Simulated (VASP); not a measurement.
Write the native input for VASP 6.6.1 that does the following.

```
Task                            : G0W0 quasiparticle levels
Functional                      : PBE
Potentials or basis             : VASP PAW PBE potentials, release 64 (Zn_GW, Se_GW)
Cutoff                          : 500 eV
k mesh                          : 4 × 4 × 4
Occupations                     : gaussian, width 0.01 eV
Spin                            : no spin polarisation
Dipole correction               : no
GW scheme                       : G0W0
GW iterations                   : 1
Cutoff of the response function : 140
Frequency points                : 96
Empty bands                     : 170
Further INCAR settings          : ALGO = EVGW0; EDIFF = 1e-08; NBANDS = 179
```

Crystal: ZnSe.

```xyz
2
Lattice="0.0000 2.8324 2.8324 2.8324 0.0000 2.8324 2.8324 2.8324 0.0000" Properties=species:S:1:pos:R:3 pbc="T T T"
Zn    0.0000    0.0000    0.0000
Se    1.4162    1.4162    1.4162
```

These files were run (other wordings do the same):

POSCAR

```
ZnSe
1.0
    0.0000000000      2.8324246769      2.8324246769
    2.8324246769      0.0000000000      2.8324246769
    2.8324246769      2.8324246769      0.0000000000
Zn Se
1 1
Direct
    0.0000000000      0.0000000000      0.0000000000
    0.2500000000      0.2500000000      0.2500000000
```

INCAR.step1

```
SYSTEM = ZnSe
ALGO = Normal
EDIFF = 1E-8
ENCUT = 500
GGA = PE
ISMEAR = 0
LASPH = .TRUE.
LCHARG = .FALSE.
LREAL = .FALSE.
LWAVE = .TRUE.
NELM = 100
PREC = Accurate
SIGMA = 0.01
```

INCAR.step2

```
SYSTEM = ZnSe
ALGO = Exact
EDIFF = 1E-8
ENCUT = 500
GGA = PE
ISMEAR = 0
ISTART = 1
LASPH = .TRUE.
LCHARG = .FALSE.
LOPTICS = .TRUE.
LREAL = .FALSE.
LWAVE = .TRUE.
NBANDS = 179
NELM = 1
PREC = Accurate
SIGMA = 0.01
```

INCAR.step3

```
SYSTEM = ZnSe
ALGO = EVGW0
EDIFF = 1E-8
ENCUT = 500
ENCUTGW = 140.0
GGA = PE
ISMEAR = 0
ISTART = 1
LASPH = .TRUE.
LCHARG = .FALSE.
LREAL = .FALSE.
LWAVE = .FALSE.
NBANDS = 179
NBANDSGW = 17
NELMGW = 1
NOMEGA = 96
OMEGAMAX = 20
PREC = Accurate
PRECFOCK = Fast
SIGMA = 0.01
```

KPOINTS

```
k-points
0
G
  4 4 4
  0 0 0
```

Potentials or basis: VASP PAW PBE potentials, release 64 (Zn_GW, Se_GW).

Run with:

```bash
$ cat potpaw_PBE.64/Zn_GW/POTCAR potpaw_PBE.64/Se_GW/POTCAR > POTCAR
$ cp INCAR.step1 INCAR
$ mpirun -np 1 vasp_std > vasp.out
$ cp INCAR.step2 INCAR
$ mpirun -np 1 vasp_std > vasp.out
$ cp INCAR.step3 INCAR
$ mpirun -np 1 vasp_std > vasp.out
```

It gave:

```json
{"Quasiparticle gap": "2.39 eV", "Least direct quasiparticle gap": "2.39 eV", "Band gap of the starting levels on the mesh": "1.27 eV", "Least direct gap of the starting levels on the mesh": "1.27 eV"}
```

Caveat: the k points lie up to 0.48 Å⁻¹ apart; bands, screening cutoff and mesh are small and nothing is extrapolated, so the quasiparticle values aren't converged.

Run time: 2.7 min on 1 thread of AMD EPYC 9R45 96-Core Processor (Zen 5), on a shared host, peak memory 0.45 GiB.
